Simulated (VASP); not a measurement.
Write the native input for VASP 6.6.1 that does the following.

| Quantity | Value |
| --- | --- |
| Task | single point |
| Functional | PBE |
| Potentials or basis | VASP PAW PBE potentials, release 64 (In_d, S) |
| Cutoff | 520 eV |
| k mesh | 6 × 4 × 4 |
| Occupations | gaussian, width 0.2 eV |
| Spin | no spin polarisation |
| Dipole correction | no |
| Further INCAR settings | ALGO = Normal; EDIFF = 1e-07; NBANDS = 41 |

The structure of In2S lies in POSCAR:

```
In2S
1.0
    0.0080650041      3.9721669739     -0.0097890905
    0.0002259668     -0.0135004622      5.4280622131
    7.8506168222      0.0172406203      0.0001600001
In S
4 2
Direct
    0.0016482944      0.6608447497      0.2500035092
    0.0013911805      0.6607771432      0.7499734408
    0.4974249430      0.3387406789      0.4997856314
    0.5028432473      0.3387102758      0.0002166436
   -0.0044292620      0.0004492646      0.5000500895
    0.0011215970      0.0004778878     -0.0000293145
```

One way to write it, as run:

INCAR

```
ALGO = Normal ; EDIFF = 1E-7
ENCUT = 520 ; GGA = PE
ISIF = 2 ; ISMEAR = 0
LASPH = True ; LCHARG = False
LREAL = False ; LWAVE = False
NBANDS = 41 ; NELM = 100
PREC = Accurate ; SIGMA = 0.2
```

KPOINTS

```
k-points
0
Gamma
  6 4 4
```

Potentials or basis: VASP PAW PBE potentials, release 64 (In_d, S).

Run with:

```sh
$ cat potpaw_PBE.64/In_d/POTCAR potpaw_PBE.64/S/POTCAR > POTCAR
$ mpirun -np 1 vasp_std > vasp.out
```

It gave:

The pressure is 0.0 GPa, the largest force is 0.022 eV/Å and the band gap on the k mesh is zero (bands 32 and 33 overlap by 2.23 eV).

Caveat: spin-orbit coupling is left out, which moves the levels of the heavy elements.

It took 3.4 min on 1 thread of Intel(R) Xeon(R) 6975P-C (Granite Rapids), on a shared host, peak memory 0.41 GiB.
